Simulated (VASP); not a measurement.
Set up this calculation in VASP 6.6.1, as the native input.

```
Task                   : single point
Functional             : PBEsol
Potentials or basis    : VASP PAW PBE potentials, release 64 (Al, Cu)
Cutoff                 : 520 eV
k mesh                 : 10 × 10 × 14
Occupations            : gaussian, width 0.15 eV
Spin                   : no spin polarisation
Dipole correction      : no
Further INCAR settings : ALGO = Fast; EDIFF = 1e-06; NBANDS = 16
```

The structure of Al2Cu lies in POSCAR:

```
Al2Cu
1.0
    4.1317889166      0.0000000000      0.0000000000
    0.0000000000      4.1317889166      0.0000000000
    0.0000000000      0.0000000000      2.7795850418
Al Cu
2 1
Direct
    0.5049764728      0.0000000000      0.5000000000
   -0.0726456654      0.5000000000      0.5000000000
    0.0287322400      0.0000000000      0.0000000000
```

This cell differs from its parent crystal: mode 4 frozen in at -0.297 Å, strain +e along z and -e/2 along x and y -0.0233.

One way to write it, as run:

INCAR

```
SYSTEM = Al2Cu
PREC = Accurate ; ENCUT = 520
EDIFF = 1E-6 ; ISMEAR = 0
SIGMA = 0.15 ; LREAL = .False.
LASPH = .True. ; NELM = 100
ALGO = Fast ; ISIF = 2
LWAVE = .False. ; LCHARG = .True.
GGA = PS ; LELF = .True.
LVHAR = .True. ; NBANDS = 16
```

KPOINTS

```
regular mesh
0
Gamma
  10 10 14
  0 0 0
```

Potentials or basis: VASP PAW PBE potentials, release 64 (Al, Cu).

Run with:

```console
$ cat potpaw_PBE.64/Al/POTCAR potpaw_PBE.64/Cu/POTCAR > POTCAR
$ mpirun -np 1 vasp_std > vasp.out
```

It gave:

The pressure is 1.6 GPa and the largest force is 0.649 eV/Å.

Caveat: the cell differs from its parent crystal (mode 4 frozen in at -0.297 Å, strain +e along z and -e/2 along x and y -0.0233); the PAW data sets were made with another functional, which shifts forces and pressure a little.

Wall time 79 s on 1 thread of Intel(R) Xeon(R) 6975P-C (Granite Rapids) (shared host), peak memory 0.32 GiB.
